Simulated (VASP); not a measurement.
Write the native input for VASP 6.6.1 that does the following.

```yaml
Task: single point
Functional: PBEsol
Potentials_or_basis: VASP PAW PBE potentials, release 64 (Hf_pv, Ta_pv)
Cutoff: 500 eV
k_mesh: 6 × 6 × 6
Occupations: fermi-dirac, width 0.05 eV
Spin: no spin polarisation
Dipole_correction: no
Further_INCAR_settings: ALGO = Normal; EDIFF = 1e-06; NBANDS = 30
```

The structure of HfTa3 lies in POSCAR:

```
HfTa3
1.0
    0.0000000000      3.3442945599      3.3442945599
    3.3442945599      0.0000000000      3.3442945599
    3.3442945599      3.3442945599      0.0000000000
Hf Ta
1 3
Direct
    0.0000000000      0.0000000000      0.0000000000
    0.5000000000      0.5000000000      0.5000000000
    0.2500000000      0.2500000000      0.2500000000
    0.7500000000      0.7500000000      0.7500000000
```

One way to write it, as run:

INCAR

```
PREC     = Accurate       # precision mode
ENCUT    = 500            # plane-wave cutoff, eV
EDIFF    = 1E-6           # SCF threshold, eV
ISMEAR   = -1             # smearing method
SIGMA    = 0.05           # smearing width, eV
LREAL    = False          # projectors in reciprocal space
LASPH    = True           # aspherical terms in the spheres
NELM     = 120            # most SCF steps
ALGO     = Normal         # electronic algorithm
ISIF     = 2              # what is computed and relaxed
LWAVE    = False          # write WAVECAR
LCHARG   = False          # write CHGCAR
GGA      = PS             # functional
NBANDS   = 30             # bands
GGA_COMPAT= False
```

KPOINTS

```
Automatic mesh
0
Gamma
  6 6 6
```

Potentials or basis: VASP PAW PBE potentials, release 64 (Hf_pv, Ta_pv).

The run is started by

```console
$ cat potpaw_PBE.64/Hf_pv/POTCAR potpaw_PBE.64/Ta_pv/POTCAR > POTCAR
$ mpirun -np 1 vasp_std > vasp.out
```

Results of the run:

```json
{"Pressure": "-2.8 GPa"}
```

Caveat: the PAW data sets were made with another functional, which shifts forces and pressure a little.

Wall time 73 s on 1 thread of Intel Xeon 8259CL, on a shared host, peak memory 0.21 GiB.
